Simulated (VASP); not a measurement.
# CuI (Cmcm) in VASP: notebook

Aim: see how the results for CuI move with the level of theory and the settings. Levels: BLYP, LDA, r2SCAN. Tasks: single point.

Program: VASP 6.6.1. These are calculated values, not measurements. Logs are shortened: lines on timing, memory, paths and dates and some standing lists are left out, and cuts for length are marked.

## (1) The cell of the first run

The structure is orthorhombic, space group Cmcm (No. 63). The conventional cell has a = 7.466 Å, b = 7.422 Å, c = 4.307 Å, α = 90.00°, β = 90.00°, γ = 90.00°. Cu (site symmetry m2m) has 2 Cu at 2.46 Å and 3 I at 2.58 to 2.59 Å within 3.2 Å. Within 3.4 Å of I (site symmetry m2m) lie 3 Cu at 2.58 to 2.59 Å.

## (2) Single point, BLYP

File INCAR:

```
SYSTEM = CuI
AGGAC = 1.0
AGGAX = 1.0
ALDAC = 0.0
ALDAX = 1.0
ALGO = Normal
EDIFF = 1E-6
ENCUT = 600
GGA = B5
GGA_COMPAT = .False.
ISIF = 2
ISMEAR = 0
LASPH = .True.
LCHARG = .False.
LREAL = .False.
LWAVE = .False.
NBANDS = 26
NELM = 120
PREC = Accurate
SIGMA = 0.01
```

File KPOINTS:

```
k-points
0
Gamma
  4 4 6
  0 0 0
```

File POSCAR:

```
CuI
1.0
    5.2639060000      0.0000000000      0.0000000000
    0.0312272766      5.2638133738      0.0000000000
    0.0000000000      0.0000000000      4.3069980000
Cu I
2 2
Direct
    0.4204390000      0.5795610000      0.7500000000
    0.5795610000      0.4204390000      0.2500000000
    0.7700430000      0.2299570000      0.7500000000
    0.2299570000      0.7700430000      0.2500000000
```

Potentials or basis: VASP PAW PBE potentials, release 64 (Cu, I).

On the command line:

```console
$ cat potpaw_PBE.64/Cu/POTCAR potpaw_PBE.64/I/POTCAR > POTCAR
$ mpirun -np 1 vasp_std > vasp.out
```

OUTCAR:

```text
SYSTEM = CuI
   EDIFF = 1E-6
   ENCUT = 600
   GGA = B5
   ISIF = 2
   ISMEAR = 0
   LASPH = .True.
   LREAL = .False.
   NELM = 120
   PREC = Accurate

 ion  position               nearest neighbor table
   1  0.420  0.580  0.750-   2 2.46   2 2.46   4 2.58   4 2.58   3 2.59
   2  0.580  0.420  0.250-   1 2.46   1 2.46   3 2.58   3 2.58   4 2.59
   3  0.770  0.230  0.750-   2 2.58   2 2.58   1 2.59
   4  0.230  0.770  0.250-   1 2.58   1 2.58   2 2.59

  LATTYP: Found a base centered orthorhombic cell.
 ALAT       =     7.4221733917
 B/A-ratio  =     1.0059500405
 C/A-ratio  =     0.5802879794

  Lattice vectors:

 A1 = (  -0.0312272766,  -5.2638133738,   0.0000000000)
 A2 = (   5.2639060000,   0.0000000000,   0.0000000000)
 A3 = (   0.0000000000,   0.0000000000,   4.3069980000)

Analysis of symmetry for initial positions (statically):
=====================================================================
 Subroutine PRICEL returns:
 Original cell was already a primitive cell.

 Routine SETGRP: Setting up the symmetry group for a
 base centered orthorhombic supercell.

 Subroutine GETGRP returns: Found  8 space group operations
 (whereof  4 operations were pure point group operations)
 out of a pool of  8 trial point group operations.

The static configuration has the point symmetry C_2h.
 The point group associated with its full space group is D_2h.

Analysis of symmetry for dynamics (positions and initial velocities):
=====================================================================
 Subroutine PRICEL returns:
 Original cell was already a primitive cell.

 Routine SETGRP: Setting up the symmetry group for a
 base centered orthorhombic supercell.

 Subroutine GETGRP returns: Found  8 space group operations
 (whereof  4 operations were pure point group operations)
 out of a pool of  8 trial point group operations.

The dynamic configuration has the point symmetry C_2h.
 The point group associated with its full space group is D_2h.

 Subroutine INISYM returns: Found  8 space group operations
 (whereof  4 operations are pure point group operations),
 and found     1 'primitive' translations

----------------------------------------------------------------------------------------

                                     Primitive cell

  volume of cell :     119.3392

  direct lattice vectors                    reciprocal lattice vectors
     5.263906000  0.000000000  0.000000000     0.189972997 -0.001127004  0.000000000
     0.031227277  5.263813374  0.000000000     0.000000000  0.189976340  0.000000000
     0.000000000  0.000000000  4.306998000     0.000000000  0.000000000  0.232180280

  length of vectors
     5.263906000  5.263906000  4.306998000     0.189976340  0.189976340  0.232180280

  position of ions in fractional coordinates (direct lattice)
     0.420439000  0.579561000  0.750000000
     0.579561000  0.420439000  0.250000000
     0.770043000  0.229957000  0.750000000
     0.229957000  0.770043000  0.250000000

  ion indices of the primitive-cell ions
   primitive index   ion index
                 1           1
                 2           2
                 3           3
                 4           4

----------------------------------------------------------------------------------------

 KPOINTS: k-points

Automatic generation of k-mesh.
 Grid dimensions read from file:
 generate k-points for:    4    4    6

 Generating k-lattice:

  Cartesian coordinates                     Fractional coordinates (reciprocal lattice)
     0.047493249 -0.000281751  0.000000000     0.250000000 -0.000000000  0.000000000
     0.000000000  0.047494085  0.000000000     0.000000000  0.250000000  0.000000000
     0.000000000  0.000000000  0.038696713     0.000000000  0.000000000  0.166666667

  Length of vectors
     0.047494085  0.047494085  0.038696713

  Shift w.r.t. Gamma in fractional coordinates (k-lattice)
     0.000000000  0.000000000  0.000000000

 Subroutine IBZKPT returns following result:
 ===========================================

 Found     28 irreducible k-points:

 Following reciprocal coordinates:
            Coordinates               Weight
  0.000000  0.000000  0.000000      1.000000
  0.250000 -0.000000  0.000000      4.000000
  0.500000 -0.000000  0.000000      2.000000
  0.250000  0.250000  0.000000      2.000000
  0.500000  0.250000  0.000000      4.000000
 -0.250000  0.250000  0.000000      2.000000
[... 16 lines left out ...]
  0.250000 -0.000000  0.500000      4.000000
  0.500000 -0.000000  0.500000      2.000000
 [... further k-points ...]
   k-points           NKPTS =     28   k-points in BZ     NKDIM =     28   number of bands    NBANDS=     26
   number of dos      NEDOS =    301   number of ions     NIONS =      4
   total plane-waves  NPLWV =  63504
   dimension x,y,z NGX =    42 NGY =   42 NGZ =   36
   dimension x,y,z NGXF=    84 NGYF=   84 NGZF=   72
   ions per type =               2   2
   NGX,Y,Z   is equivalent  to a cutoff of  13.26, 13.26, 13.90 a.u.
   NGXF,Y,Z  is equivalent  to a cutoff of  26.53, 26.53, 27.79 a.u.
 SYSTEM =  CuI
   PREC   = accura    normal or accurate (medium, high low for compatibility)
   ISTART =      0    job   : 0-new  1-cont  2-samecut
   ICHARG =      2    charge: 1-file 2-atom 10-const
   ISPIN  =      1    spin polarized calculation?
   LNONCOLLINEAR =      F non collinear calculations
   LSORBIT =      F    spin-orbit coupling
   LASPH  =      T    aspherical Exc in radial PAW
   ENCUT  =  600.0 eV  44.10 Ry    6.64 a.u.  10.51 10.51  8.60*2*pi/ulx,y,z
   NELM   =    120;   NELMIN=  2; NELMDL= -5     # of ELM steps
   EDIFF  = 0.1E-05   stopping-criterion for ELM
   LREAL  =      F    real-space projection
   EDIFFG = 0.1E-04   stopping-criterion for IOM
   NSW    =      0    number of steps for IOM
   IBRION =     -1    ionic relax: 0-MD 1-quasi-New 2-CG
   NFREE  =      0    steps in history (QN), initial steepest desc. (CG)
   ISIF   =      2    stress and relaxation
   ISYM   =      2    0-nonsym 1-usesym 2-fastsym
   POTIM  = 0.5000    time-step for ionic-motion
   TEBEG  =    0.0;   TEEND  =   0.0 temperature during run
   PSTRESS=    0.0 pullay stress
   NELECT =      36.0000    total number of electrons
   NUPDOWN=      -1.0000    fix difference up-down
   EMIN   =  10.00;   EMAX   =-10.00  energy-range for DOS
   EFERMI =   0.00;   METHOD = LEGACY
   ISMEAR =     0;   SIGMA  =   0.01  broadening in eV -4-tet -1-fermi 0-gaus
   EFERMI_NEDOS =   21; number of points for ismear=-14 and -15
   IALGO  =     38    algorithm
   IMIX   =      4    mixing-type and parameters
     AMIX     =   0.40;   BMIX     =  1.00
     AMIX_MAG =   1.60;   BMIX_MAG =  1.00
  volume/ion in A,a.u.               =      29.83       201.34
  Fermi-wavevector in a.u.,A,eV,Ry     =   1.097947  2.074818 16.401644  1.205487
  Thomas-Fermi vector in A             =   2.234316
   LORBIT       =      0    0 simple, 1 ext, 2 COOP (PROOUT), +10 PAW based schemes
   GGA     = B5    functional components
   LHFCALC =     F    Hartree Fock is set to
   AEXX    =    0.0000 exact exchange contribution
   IVDW    =     0    specifies the selected vdW correction
   LEPSILON=     F    determine dielectric tensor
   LRPA    =     F    only Hartree local field effects (RPA)
 non-spin polarized calculation
 Gauss-broadening in eV      SIGMA  =   0.01
  energy-cutoff  :      600.00
  volume of cell :      119.34
 maximum number of plane-waves:      4018
   NGX = 21   NGY = 21   NGZ = 17

 number of electron      35.9999992 magnetization

 Free energy of the ion-electron system (eV)
  ---------------------------------------------------
  ext. energy  EPLUGINS =         0.00000000
  ---------------------------------------------------
  free energy    TOTEN  =        -8.93944228 eV

  energy without entropy =       -8.93944228  energy(sigma->0) =       -8.93944228

 E-fermi :   4.2905     XC(G=0):  -8.1151

 val. band max:        4.1875919918   @ k =   0.0000   0.0000   0.0000
 cond. band min:       5.2685040232   @ k =   0.0000   0.0000   0.0000
 fundamental gap:      1.0809120314
 Fermi energy:         4.2905020138

 k-point     1 :       0.0000    0.0000    0.0000
  band No.  band energies     occupation
      1      -9.6039      2.00000
      2      -8.8719      2.00000
      3      -1.2910      2.00000
      4       0.0002      2.00000
      5       0.2128      2.00000
      6       0.3068      2.00000
[... 18 lines left out ...]
     25      12.4521      0.00000
     26      12.7201      0.00000

 k-point     2 :       0.2500   -0.0000    0.0000
  band No.  band energies     occupation
      1      -9.4995      2.00000
      2      -8.9769      2.00000
      3      -1.1738      2.00000
      4      -0.2383      2.00000
      5       0.0803      2.00000
      6       0.4193      2.00000
[... 18 lines left out ...]
     25      12.1218      0.00000
     26      12.4842      0.00000

 k-point     3 :       0.5000   -0.0000    0.0000
  band No.  band energies     occupation
      1      -9.2824      2.00000
      2      -9.1950      2.00000
      3      -0.9039      2.00000
      4      -0.6402      2.00000
      5       0.0097      2.00000
      6       0.6364      2.00000
[... 18 lines left out ...]
     25      11.4249      0.00000
     26      11.4506      0.00000

 k-point     4 :       0.2500    0.2500    0.0000
  band No.  band energies     occupation
      1      -9.4559      2.00000
      2      -8.9956      2.00000
      3      -1.5463      2.00000
      4       0.0150      2.00000
      5       0.1210      2.00000
      6       0.4996      2.00000
[... 18 lines left out ...]
     25      10.9367      0.00000
     26      12.1658      0.00000
[... 496 lines left out ...]
      1      -9.0410      2.00000
      2      -9.0410      2.00000
      3      -1.1036      2.00000
      4      -1.1036      2.00000
      5       0.1399      2.00000
      6       0.1399      2.00000
[... 18 lines left out ...]
     25      10.3950      0.00000
     26      10.3950      0.00000

 k-point    23 :       0.2500   -0.0000    0.5000
  band No.  band energies     occupation
      1      -9.0262      2.00000
      2      -9.0262      2.00000
      3      -1.2947      2.00000
      4      -1.2947      2.00000
      5       0.2514      2.00000
      6       0.2514      2.00000
[... 18 lines left out ...]
     25      11.8037      0.00000
     26      11.8037      0.00000

 k-point    24 :       0.5000   -0.0000    0.5000
  band No.  band energies     occupation
      1      -9.0112      2.00000
      2      -9.0112      2.00000
      3      -1.4595      2.00000
      4      -1.4595      2.00000
      5       0.3409      2.00000
      6       0.3409      2.00000
[... 18 lines left out ...]
     25      13.0191      0.00000
     26      13.0208      0.00000

 [... further k-points ...]

------------------------ aborting loop because EDIFF is reached ----------------------------------------

  FORCE on cell =-STRESS in cart. coord.  units (eV):
  Direction    XX          YY          ZZ          XY          YZ          ZX
  --------------------------------------------------------------------------------------
  -------------------------------------------------------------------------------------
  Total        2.8475480      2.8596677      3.9769268     -1.0214838      0.0000000      0.0000000
  in kB       38.2294764     38.3921895     53.3918420    -13.7138306      0.0000000      0.0000000
  external PRESSURE =      43.3378360 kB  Pullay stress =       0.0000000 kB

 VOLUME and BASIS-vectors are now :
 -----------------------------------------------------------------------------
  energy-cutoff  :      600.00
  volume of cell :      119.34
      direct lattice vectors                 reciprocal lattice vectors
     5.263906000  0.000000000  0.000000000     0.189972997 -0.001127004  0.000000000
     0.031227277  5.263813374  0.000000000     0.000000000  0.189976340  0.000000000
     0.000000000  0.000000000  4.306998000     0.000000000  0.000000000  0.232180280

 POSITION                                       TOTAL-FORCE (eV/Angst)
 -----------------------------------------------------------------------------------
      2.23125      3.05070      3.23025        -0.144186      0.145044     -0.000000
      3.06388      2.21311      1.07675         0.144186     -0.145044      0.000000
      4.06061      1.21045      3.23025         0.376376     -0.378615      0.000000
      1.23452      4.05336      1.07675        -0.376376      0.378615     -0.000000
 -----------------------------------------------------------------------------------
    total drift:                               -0.000000      0.000000     -0.000000

  FREE ENERGIE OF THE ION-ELECTRON SYSTEM (eV)
  ---------------------------------------------------
  free  energy   TOTEN  =        -8.9394422798 eV

  energy  without entropy=       -8.9394422798  energy(sigma->0) =       -8.93944228
```

Run time: 97 s. Hardware: 1 thread of Intel Xeon Platinum 8375C at 2.90GHz (Ice Lake), shared host; peak memory 0.3 GiB.

Results:

```yaml
Free_energy: -8.9394 eV
Pressure: 4.3 GPa
Largest_force: 0.534 eV/Å
Band_gap_on_the_k_mesh: 1.08 eV
```

Forces on the atoms (eV/Å):
```
Cu  -0.144  0.145  0.000
Cu   0.144 -0.145  0.000
I    0.376 -0.379  0.000
I   -0.376  0.379  0.000
```

Levels at points of the mesh, in eV from the valence-band top:
```
           k point  band 15  band 16  band 17  band 18  band 19  band 20  band 21  band 22
(0.00, 0.00, 0.00)    -1.85    -1.52    -0.91     0.00     1.08     1.87     2.48     4.76
(0.50, 0.00, 0.00)    -1.84    -1.40    -1.36    -0.39     2.75     2.91     3.60     4.18
(0.50, 0.50, 0.00)    -1.83    -1.06    -0.74    -0.20     1.68     2.79     4.39     5.03
(0.00, 0.00, 0.50)    -1.85    -1.85    -1.60    -1.60     3.68     3.68     3.91     3.91
(0.50, 0.00, 0.50)    -1.86    -1.86    -1.38    -1.38     2.26     2.26     3.56     3.56
(0.50, 0.50, 0.50)    -1.83    -1.83    -1.65    -1.65     4.00     4.00     4.66     4.66
```

Caveat: the cell stands under pressure; the PAW data sets were made with another functional, which shifts forces and pressure a little; spin-orbit coupling is left out, which moves the levels of the heavy elements.

## (3) Single point, LDA

File INCAR:

```
ALGO = Normal
EDIFF = 1E-6
ENCUT = 600
GGA_COMPAT = F
ISIF = 2
ISMEAR = 0
LASPH = T
LCHARG = F
LREAL = F
LWAVE = F
NBANDS = 26
NELM = 120
PREC = Accurate
SIGMA = 0.01
```

File KPOINTS:

```
k-points
0
Gamma
  4 4 6
```

POSCAR is that of step 2.

Potentials or basis: VASP PAW LDA potentials, release 64 (Cu, I).

On the command line:

```console
$ cat potpaw_LDA.64/Cu/POTCAR potpaw_LDA.64/I/POTCAR > POTCAR
$ mpirun -np 1 vasp_std > vasp.out
```

Run time: 77 s. Hardware: 1 thread of Intel Xeon Platinum 8375C at 2.90GHz (Ice Lake), shared host; peak memory 0.26 GiB.

Results (log left out):

| Property | Result |
| --- | --- |
| Free energy | -13.5078 eV |
| Pressure | -3.1 GPa |
| Largest force | 0.378 eV/Å |
| Band gap on the k mesh | 0.90 eV |

Forces in eV/Å, atoms in the order of the input:
```
Cu   0.019 -0.020  0.000
Cu  -0.019  0.020  0.000
I   -0.267  0.268  0.000
I    0.267 -0.268  0.000
```

Stress tensor (GPa, compression positive):
```
-2.53  1.15  0.00
 1.15 -2.54  0.00
 0.00  0.00 -4.31
```

Levels at points of the mesh, in eV from the valence-band top:
```
           k point  band 16  band 17  band 18  band 19  band 20  band 21
(0.00, 0.00, 0.00)    -1.51    -0.93     0.00     0.90     1.65     2.37
(0.50, 0.00, 0.00)    -1.39    -1.39    -0.40     2.64     2.84     3.43
(0.50, 0.50, 0.00)    -1.03    -0.76    -0.21     1.57     2.66     4.24
(0.00, 0.00, 0.50)    -1.87    -1.58    -1.58     3.62     3.62     3.73
(0.50, 0.00, 0.50)    -1.88    -1.36    -1.36     2.10     2.10     3.40
(0.50, 0.50, 0.50)    -1.85    -1.64    -1.64     3.96     3.96     4.49
```

Caveat: the cell stands under tension; spin-orbit coupling is left out, which moves the levels of the heavy elements.

## (4) Single point, r2SCAN

POSCAR is that of step 3.

File INCAR.step1:

```
ALGO     = Normal         # electronic algorithm
EDIFF    = 1E-5           # SCF threshold, eV
ENCUT    = 660            # plane-wave cutoff, eV
GGA      = PE             # functional
GGA_COMPAT= False        
ISMEAR   = 0              # smearing method
LASPH    = True           # aspherical terms in the spheres
LCHARG   = False          # write CHGCAR
LREAL    = False          # projectors in reciprocal space
LWAVE    = True           # write WAVECAR
NBANDS   = 26             # bands
NELM     = 120            # most SCF steps
PREC     = Accurate       # precision mode
SIGMA    = 0.01           # smearing width, eV
```

File INCAR.step2:

```
ALGO     = Normal         # electronic algorithm
EDIFF    = 1E-6           # SCF threshold, eV
ENCUT    = 660            # plane-wave cutoff, eV
GGA_COMPAT= False        
ISIF     = 2              # what is computed and relaxed
ISMEAR   = 0              # smearing method
ISTART   = 1            
LASPH    = True           # aspherical terms in the spheres
LCHARG   = False          # write CHGCAR
LMIXTAU  = True         
LREAL    = False          # projectors in reciprocal space
LWAVE    = False          # write WAVECAR
METAGGA  = R2SCAN         # meta-GGA
NBANDS   = 26             # bands
NELM     = 120            # most SCF steps
PREC     = Accurate       # precision mode
SIGMA    = 0.01           # smearing width, eV
```

KPOINTS is that of step 3.

Potentials or basis: VASP PAW PBE potentials, release 64 (Cu, I).

On the command line:

```console
$ cat potpaw_PBE.64/Cu/POTCAR potpaw_PBE.64/I/POTCAR > POTCAR
$ cp INCAR.step1 INCAR
$ mpirun -np 1 vasp_std > vasp.out
$ cp INCAR.step2 INCAR
$ mpirun -np 1 vasp_std > vasp.out
```

It took 5.3 min on 1 thread of Intel Xeon Platinum 8375C at 2.90GHz (Ice Lake), shared host; peak memory 0.37 GiB.

The run converged. Its results:

```
Free energy            : -71.3799 eV
Pressure               : 0.1 GPa
Largest force          : 0.064 eV/Å
Band gap on the k mesh : 1.41 eV
```

Forces in eV/Å, atoms in the order of the input:
```
Cu  -0.045  0.045  0.000
Cu   0.045 -0.045  0.000
I   -0.005  0.006  0.000
I    0.005 -0.006  0.000
```

Levels at points of the mesh, in eV from the valence-band top:
| k point | band 16 | band 17 | band 18 | band 19 | band 20 | band 21 |
| --- | --- | --- | --- | --- | --- | --- |
| (0.00, 0.00, 0.00) | -1.53 | -0.90 | 0.00 | 1.41 | 1.96 | 2.75 |
| (0.50, 0.00, 0.00) | -1.43 | -1.33 | -0.38 | 3.10 | 3.28 | 3.84 |
| (0.50, 0.50, 0.00) | -1.15 | -0.75 | -0.20 | 2.04 | 3.16 | 4.57 |
| (0.00, 0.00, 0.50) | -1.81 | -1.67 | -1.67 | 4.01 | 4.01 | 4.10 |
| (0.50, 0.00, 0.50) | -1.82 | -1.43 | -1.43 | 2.50 | 2.50 | 3.79 |
| (0.50, 0.50, 0.50) | -1.79 | -1.66 | -1.66 | 4.32 | 4.32 | 4.90 |

Caveat: the PAW data sets were made with another functional, which shifts forces and pressure a little; spin-orbit coupling is left out, which moves the levels of the heavy elements.

## (5) Summary

```csv
level,potentials or basis,cutoff (eV),gap on the mesh (eV),pressure (GPa),largest force (eV/Å)
BLYP,"VASP PAW PBE potentials, release 64 (Cu, I)",600,1.08,4.3,0.53
LDA,"VASP PAW LDA potentials, release 64 (Cu, I)",600,0.90,-3.1,0.38
r2SCAN,"VASP PAW PBE potentials, release 64 (Cu, I)",660,1.41,0.1,0.06
```

Alike in all rows: task single point; no spin polarisation; cell as given; k mesh 4 × 4 × 6; smearing gaussian 0.01 eV.

Caveats: spin-orbit coupling is left out, which moves the levels of the heavy elements; the PAW data sets were made with another functional, which shifts forces and pressure a little (at least some runs); the cell stands under pressure (at least some runs); the cell stands under tension (at least some runs).

Absolute energies hang on the potentials; compare differences alone.
